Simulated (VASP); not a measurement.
Input of a VASP 6.6.1 run:

The input INCAR:

```
SYSTEM = CoSi2
  PREC = Accurate
  ENCUT = 520
  EDIFF = 1E-6
  ISMEAR = 0
  SIGMA = 0.1
  LREAL = Auto
  LASPH = .True.
  NELM = 60
  ALGO = Normal
  ISIF = 2
  LWAVE = .False.
  LCHARG = .True.
  LDIPOL = .True.
  IDIPOL = 3
  DIPOL = 0.5 0.5 0.492
  GGA = PE
  LELF = .True.
  LVHAR = .True.
  LVACPOTAV = .True.
  NBANDS = 56
```

KPOINTS

```
Automatic mesh
0
Gamma
  13 13 1
  0 0 0
```

POSCAR

```
CoSi2
1.0
    3.7936278800      0.0000000000      0.0000000000
    0.0000000000      3.7936278800      0.0000000000
    0.0000000000      0.0000000000     29.0712498904
Si Co
10 5
Direct
    0.5000000000      0.0000000000      0.2923850895
    0.0000000000      0.5000000000      0.2923850895
    0.0000000000      0.5000000000      0.3846583784
    0.5000000000      0.0000000000      0.3846583784
    0.5000000000      0.0000000000      0.4769316778
    0.0000000000      0.5000000000      0.4769316778
    0.0000000000      0.5000000000      0.5686795111
    0.5000000000      0.0000000000      0.5686795111
    0.5000000000      0.0000000000      0.6608308385
    0.0000000000      0.5000000000      0.6608308385
    0.5000000000      0.5000000000      0.3385217339
    0.0000000000      0.0000000000      0.4307950333
    0.5000000000      0.5000000000      0.5236247156
    0.0000000000      0.0000000000      0.6144020961
    0.5000000000      0.5000000000      0.7032055393
```

Potentials or basis: VASP PAW PBE potentials, release 64 (Si, Co).

Launch:

```bash
$ cat potpaw_PBE.64/Si/POTCAR potpaw_PBE.64/Co/POTCAR > POTCAR
$ mpirun -np 1 vasp_std > vasp.out
```

(1) Predict the largest force.

(2) Estimate the band gap on the k mesh.

## Answers

(1) 0.133 eV/Å.

(2) zero (an odd number of electrons rules out a gap without spin polarisation).

Caveat: the run has no spin polarisation, though such a crystal can be magnetic.
